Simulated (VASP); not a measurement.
Crystal: ZnCu.

```
Zn Cu
1.0
     2.94500    0.00000    0.00000
     0.00000    2.94500    0.00000
     0.00000    0.00000    2.94500
Zn Cu
1 1
Cartesian
  1.4725 1.4725 1.4725
  0.0000 0.0000 0.0000
```

Program: VASP 6.6.1. Alike in all runs: task single point; potentials or basis VASP PAW PBE potentials, release 64 (Zn, Cu); no spin polarisation; cell as given; cutoff (eV) 520; smearing fermi-dirac 0.05 eV.

Task: Order these runs on this cell by their pressure, lowest first.
A. level BLYP; k mesh 5 × 5 × 5
B. level RPBE; k mesh 5 × 5 × 5
C. level PBEsol; k mesh 5 × 5 × 5
D. level PBE; k mesh 5 × 5 × 5
E. level PBEsol+D3(BJ); k mesh 9 × 9 × 9

Result: E (-9.6 GPa), C (-3.4 GPa), D (3.5 GPa), B (7.9 GPa), A (10.9 GPa).

Caveats: some runs use coarse meshes; the PAW data sets were made with another functional, which shifts forces and pressure a little (some runs); three body term missing (some runs); pairwise dispersion overbinds metals, which lowers pressure and volume (some runs).
